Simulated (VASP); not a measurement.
# WC (P-6m2) in VASP: single point with PBE

Aim: the single point of WC with PBE.

Program: VASP 6.6.1. These are calculated values, not measurements. Logs are shortened: lines on timing, memory, paths and dates and some standing lists are left out, and cuts for length are marked.

## 1. The cell of the first run

Symmetry: P-6m2, No. 187, hexagonal system. Conventional cell: a = 2.922 Å, b = 2.922 Å, c = 2.847 Å, α = 90.00°, β = 90.00°, γ = 120.00°. W (site symmetry -6m2) has 6 C at 2.21 Å and 8 W at 2.85 to 2.92 Å within 3.0 Å. C (site symmetry -6m2) has 6 W at 2.21 Å and 8 C at 2.85 to 2.92 Å within 3.0 Å.

## 2. Single point, PBE

File POSCAR:

```
WC
1.0
    2.9216789062      0.0000000000      0.0000000000
   -1.4608394531      2.5302481545      0.0000000000
    0.0000000000      0.0000000000      2.8470525963
W C
1 1
Direct
    0.0000000000      0.0000000000      0.0000000000
    0.6666666667      0.3333333333      0.5000000000
```

File INCAR.step1:

```
PREC     = Accurate       # precision mode
ENCUT    = 520            # plane-wave cutoff, eV
EDIFF    = 1E-6           # SCF threshold, eV
ISMEAR   = 0              # smearing method
SIGMA    = 0.1            # smearing width, eV
LREAL    = F              # projectors in reciprocal space
LASPH    = T              # aspherical terms in the spheres
NELM     = 80             # most SCF steps
ALGO     = Normal         # electronic algorithm
ISIF     = 2              # what is computed and relaxed
LWAVE    = F              # write WAVECAR
LCHARG   = T              # write CHGCAR
LMAXMIX  = 4              # l up to which the mixer works
GGA      = PE             # functional
NBANDS   = 16             # bands
```

File KPOINTS.step1:

```
regular mesh
0
Gamma
  18 18 14
```

File INCAR.step2:

```
PREC     = Accurate       # precision mode
ENCUT    = 520            # plane-wave cutoff, eV
EDIFF    = 1E-6           # SCF threshold, eV
ISMEAR   = -5             # smearing method
SIGMA    = 0.1            # smearing width, eV
LREAL    = F              # projectors in reciprocal space
LASPH    = T              # aspherical terms in the spheres
NELM     = 80             # most SCF steps
ALGO     = Normal         # electronic algorithm
ISIF     = 2              # what is computed and relaxed
LWAVE    = F              # write WAVECAR
LCHARG   = F              # write CHGCAR
LMAXMIX  = 4              # l up to which the mixer works
GGA      = PE             # functional
LORBIT   = 10             # projections on sites
NEDOS    = 1001           # points of the DOS
ICHARG   = 11             # starting density
```

File KPOINTS.step2:

```
regular mesh
0
Gamma
  27 27 21
```

Potentials or basis: VASP PAW PBE potentials, release 64 (W_sv, C).

Command:

```sh
$ cat potpaw_PBE.64/W_sv/POTCAR potpaw_PBE.64/C/POTCAR > POTCAR
$ cp INCAR.step1 INCAR
$ cp KPOINTS.step1 KPOINTS
$ mpirun -np 1 vasp_std > vasp.out
$ cp INCAR.step2 INCAR
$ cp KPOINTS.step2 KPOINTS
$ mpirun -np 1 vasp_std > vasp.out
```

OUTCAR:

```text
PREC = Accurate
   ENCUT = 520
   EDIFF = 1E-6
   ISMEAR = -5
   LREAL = F
   LASPH = T
   NELM = 80
   ISIF = 2
   GGA = PE
   LORBIT = 10
   ICHARG = 11

 ion  position               nearest neighbor table
   1  0.000  0.000  0.000-   2 2.21   2 2.21   2 2.21   2 2.21   2 2.21   2 2.21
   2  0.667  0.333  0.500-   1 2.21   1 2.21   1 2.21   1 2.21   1 2.21   1 2.21

  LATTYP: Found a hexagonal cell.
 ALAT       =     2.9216789062
 C/A-ratio  =     0.9744577305

  Lattice vectors:

 A1 = (   2.9216789062,   0.0000000000,   0.0000000000)
 A2 = (  -1.4608394531,   2.5302481545,   0.0000000000)
 A3 = (   0.0000000000,   0.0000000000,   2.8470525963)

Analysis of symmetry for initial positions (statically):
=====================================================================
 Subroutine PRICEL returns:
 Original cell was already a primitive cell.

 Routine SETGRP: Setting up the symmetry group for a
 hexagonal supercell.

 Subroutine GETGRP returns: Found 12 space group operations
 (whereof 12 operations were pure point group operations)
 out of a pool of 24 trial point group operations.

The static configuration has the point symmetry D_3h.

Analysis of symmetry for dynamics (positions and initial velocities):
=====================================================================
 Subroutine PRICEL returns:
 Original cell was already a primitive cell.

 Routine SETGRP: Setting up the symmetry group for a
 hexagonal supercell.

 Subroutine GETGRP returns: Found 12 space group operations
 (whereof 12 operations were pure point group operations)
 out of a pool of 24 trial point group operations.

The dynamic configuration has the point symmetry D_3h.

 Subroutine INISYM returns: Found 12 space group operations
 (whereof 12 operations are pure point group operations),
 and found     1 'primitive' translations

----------------------------------------------------------------------------------------

                                     Primitive cell

  volume of cell :      21.0470

  direct lattice vectors                    reciprocal lattice vectors
     2.921678906  0.000000000  0.000000000     0.342268960  0.197609076  0.000000000
    -1.460839453  2.530248155  0.000000000     0.000000000  0.395218152  0.000000000
     0.000000000  0.000000000  2.847052596     0.000000000  0.000000000  0.351240438

  length of vectors
[... 100 lines left out ...]
   EFERMI_NEDOS =   21; number of points for ismear=-14 and -15
   IALGO  =     38    algorithm
   IMIX   =      4    mixing-type and parameters
     AMIX     =   0.40;   BMIX     =  1.00
     AMIX_MAG =   1.60;   BMIX_MAG =  1.00
  volume/ion in A,a.u.               =      10.52        71.02
  Fermi-wavevector in a.u.,A,eV,Ry     =   1.553944  2.936528 32.854549  2.414741
  Thomas-Fermi vector in A             =   2.658101
   LORBIT       =     10    0 simple, 1 ext, 2 COOP (PROOUT), +10 PAW based schemes
   GGA     = PE    functional components
   LHFCALC =     F    Hartree Fock is set to
   AEXX    =    0.0000 exact exchange contribution
   IVDW    =     0    specifies the selected vdW correction
   LEPSILON=     F    determine dielectric tensor
   LRPA    =     F    only Hartree local field effects (RPA)
 non-spin polarized calculation
 Fermi weights with tetrahedron method with Bloechl corrections
  energy-cutoff  :      520.00
  volume of cell :       21.05
 maximum number of plane-waves:       587
 NGX is ok and might be reduce to    24

 number of electron      18.0000000 magnetization

 Free energy of the ion-electron system (eV)
  ---------------------------------------------------
  ext. energy  EPLUGINS =         0.00000000
  ---------------------------------------------------
  free energy    TOTEN  =       -22.44887879 eV

  energy without entropy =      -22.44887879  energy(sigma->0) =      -22.44887879

 E-fermi :  10.8573     XC(G=0): -13.7212

 val. band max:       10.9022849191   @ k =   0.3333   0.2222   0.0000
 cond. band min:      10.8528578615   @ k =   0.0741   0.0741   0.4762
 fundamental gap:     -0.0494270576
 Fermi energy:        10.8572536796

 k-point     1 :       0.0000    0.0000    0.0000
  band No.  band energies     occupation
      1     -63.1558      2.00000
      2     -27.1323      2.00000
      3     -27.0418      2.00000
      4     -27.0418      2.00000
      5      -3.4641      2.00000
      6       6.6474      2.00000
      7       7.5937      2.00000
      8       7.5937      2.00000
      9      10.9784     -0.70459
     10      14.0505      0.00000
     11      14.0505      0.00000
     12      16.4298      0.00000
     13      16.4298      0.00000
[... 354 lines left out ...]
  band No.  band energies     occupation
      1     -63.1077      2.00000
      2     -27.7226      2.00000
      3     -27.2079      2.00000
      4     -27.0395      2.00000
      5      -0.6636      2.00000
      6       4.2780      2.00000
      7       7.6029      2.00000
      8       7.6138      2.00000
      9      10.0412      2.00000
     10      13.2127      0.00000
     11      14.7212      0.00000
     12      15.4512      0.00000
     13      17.6040      0.00000

 [... further k-points ...]

------------------------ aborting loop because EDIFF is reached ----------------------------------------

  FORCE on cell =-STRESS in cart. coord.  units (eV):
  Direction    XX          YY          ZZ          XY          YZ          ZX
  --------------------------------------------------------------------------------------
  -------------------------------------------------------------------------------------
  Total        0.1201778      0.1201778      0.1501109      0.0000000     -0.0000000      0.0000000
  in kB        9.1483718      9.1483718     11.4269896      0.0000000     -0.0000000      0.0000000
  external PRESSURE =       9.9079111 kB  Pullay stress =       0.0000000 kB

 VOLUME and BASIS-vectors are now :
 -----------------------------------------------------------------------------
  energy-cutoff  :      520.00
  volume of cell :       21.05
      direct lattice vectors                 reciprocal lattice vectors
     2.921678906  0.000000000  0.000000000     0.342268960  0.197609076  0.000000000
    -1.460839453  2.530248155  0.000000000     0.000000000  0.395218152  0.000000000
     0.000000000  0.000000000  2.847052596     0.000000000  0.000000000  0.351240438

 POSITION                                       TOTAL-FORCE (eV/Angst)
 -----------------------------------------------------------------------------------
      0.00000      0.00000      0.00000         0.000000     -0.000000      0.000000
      1.46084      0.84342      1.42353        -0.000000      0.000000      0.000000
 -----------------------------------------------------------------------------------
    total drift:                               -0.000004      0.000003      0.000000

  FREE ENERGIE OF THE ION-ELECTRON SYSTEM (eV)
  ---------------------------------------------------
  free  energy   TOTEN  =       -22.4488787936 eV

  energy  without entropy=      -22.4488787936  energy(sigma->0) =      -22.44887879

 total charge

# of ion       s       p       d       tot
------------------------------------------
    1        2.345   6.415   3.378  12.138
    2        0.853   1.565   0.000   2.418
--------------------------------------------------
tot          3.198   7.979   3.378  14.556
```

OUTCAR.step1:

```text
PREC = Accurate
   ENCUT = 520
   EDIFF = 1E-6
   ISMEAR = 0
   LREAL = F
   LASPH = T
[... 678 lines left out ...]
 -----------------------------------------------------------------------------------
      0.00000      0.00000      0.00000         0.000000      0.000000      0.000000
      1.46084      0.84342      1.42353        -0.000000     -0.000000      0.000000
 -----------------------------------------------------------------------------------
    total drift:                                0.000000     -0.000000      0.000000

  FREE ENERGIE OF THE ION-ELECTRON SYSTEM (eV)
  ---------------------------------------------------
  free  energy   TOTEN  =       -22.4498939924 eV

  energy  without entropy=      -22.4485017642  energy(sigma->0) =      -22.44919788
```

OSZICAR.step1:

```text
N       E                     dE             d eps       ncg     rms          rms(c)
DAV:   1     0.110683970696E+03    0.11068E+03   -0.94071E+03  9504   0.125E+03
DAV:   2    -0.222451251388E+02   -0.13293E+03   -0.12847E+03 11208   0.337E+02
DAV:   3    -0.255136249778E+02   -0.32685E+01   -0.32576E+01 10624   0.503E+01
DAV:   4    -0.255308518348E+02   -0.17227E-01   -0.17226E-01 12128   0.411E+00
DAV:   5    -0.255309812951E+02   -0.12946E-03   -0.12946E-03 10616   0.338E-01    0.316E+01
DAV:   6    -0.225379383485E+02    0.29930E+01   -0.58381E+00 11512   0.259E+01    0.816E+00
DAV:   7    -0.224782509372E+02    0.59687E-01   -0.43574E-01  9896   0.508E+00    0.608E+00
DAV:   8    -0.224511279823E+02    0.27123E-01   -0.67048E-02 10640   0.223E+00    0.104E+00
DAV:   9    -0.224499651870E+02    0.11628E-02   -0.31594E-03 10384   0.445E-01    0.146E-01
DAV:  10    -0.224498959274E+02    0.69260E-04   -0.30672E-04 11464   0.196E-01    0.585E-02
DAV:  11    -0.224498945734E+02    0.13540E-05   -0.10186E-05 10704   0.302E-02    0.860E-03
DAV:  12    -0.224498939924E+02    0.58102E-06   -0.23837E-06  9808   0.146E-02
   1 F= -.22449894E+02 E0= -.22449198E+02  d E =-.139223E-02
```

It took 2.9 min on 1 thread of Intel Xeon 8259CL, shared host; peak memory 0.37 GiB.

Results:

| Quantity | Value |
| --- | --- |
| Valence electrons inside the program's atomic spheres | W 12.14; C 2.42 |

Levels at points of the mesh, in eV from the Fermi level:
| k point | band 5 | band 6 | band 7 | band 8 | band 9 | band 10 | band 11 | band 12 | band 13 |
| --- | --- | --- | --- | --- | --- | --- | --- | --- | --- |
| (0.00, 0.00, 0.00) | -14.32 | -4.21 | -3.26 | -3.26 | 0.12 | 3.19 | 3.19 | 5.57 | 5.57 |

Caveat: spin-orbit coupling is left out, which moves the levels of the heavy elements.
